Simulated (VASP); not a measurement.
Here is a VASP 6.6.1 calculation.

File INCAR:

```
  PREC = Accurate
  ENCUT = 520
  EDIFF = 1E-6
  ISMEAR = 0
  SIGMA = 0.018000000000000002
  LREAL = F
  LASPH = T
  NELM = 80
  ALGO = Fast
  ISIF = 2
  LWAVE = F
  LCHARG = T
  GGA = PE
  LELF = T
  LVHAR = T
  NBANDS = 12
```

File KPOINTS:

```
Automatic mesh
0
Gamma
  11 11 11
```

Contents of POSCAR:

```
Ta
1.0
   -1.6512800000      1.6512800000      1.6512800000
    1.6512800000     -1.6512800000      1.6512800000
    1.6512800000      1.6512800000     -1.6512800000
Ta
1
Direct
    0.0000000000      0.0000000000      0.0000000000
```

Potentials or basis: VASP PAW PBE potentials, release 64 (Ta_pv).

Run with:

```bash
$ cat potpaw_PBE.64/Ta_pv/POTCAR > POTCAR
$ mpirun -np 1 vasp_std > vasp.out
```

What does it give for the pressure?

2.2 GPa.
